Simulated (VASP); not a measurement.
A run of VASP 6.6.1 is set up as follows.

The input INCAR:

```
SYSTEM = BaTiO3
ALGO = Normal
EDIFF = 1E-6
EDIFFG = -0.01
ENCUT = 600
GGA = PE
IBRION = 2
ISIF = 4
ISMEAR = 0
LASPH = .True.
LCHARG = .False.
LREAL = .False.
LWAVE = .False.
NELM = 80
NSW = 50
PREC = Accurate
SIGMA = 0.02
```

File KPOINTS:

```
k-points
0
Gamma
  6 6 6
  0 0 0
```

POSCAR

```
BaTiO3
1.0
    2.7793380637      1.6046515793      2.2751469446
   -2.7793380637      1.6046515793      2.2751469446
    0.0000000000     -3.2093031585      2.2751469446
Ba Ti O
1 1 3
Direct
    0.0006074076      0.0006074076      0.0006074076
    0.5106206221      0.5106206221      0.5106206221
    0.4907098037      0.4907098037      0.9860524129
    0.4907098037      0.9860524129      0.4907098037
    0.9860524129      0.4907098037      0.4907098037
```

Potentials or basis: VASP PAW PBE potentials, release 64 (Ba_sv, Ti_sv, O).

Command:

```bash
$ cat potpaw_PBE.64/Ba_sv/POTCAR potpaw_PBE.64/Ti_sv/POTCAR potpaw_PBE.64/O/POTCAR > POTCAR
$ mpirun -np 1 vasp_std > vasp.out
```

Question: Predict the band gap on the k mesh.

Answer: 1.93 eV (least direct gap 2.06 eV).

Stress tensor (GPa, compression positive):
```
14.46  0.00  0.00
 0.00 14.46  0.00
 0.00  0.00 14.38
```

Caveat: spin-orbit coupling is left out, which moves the levels of the heavy elements. A k mesh can miss the band edges.
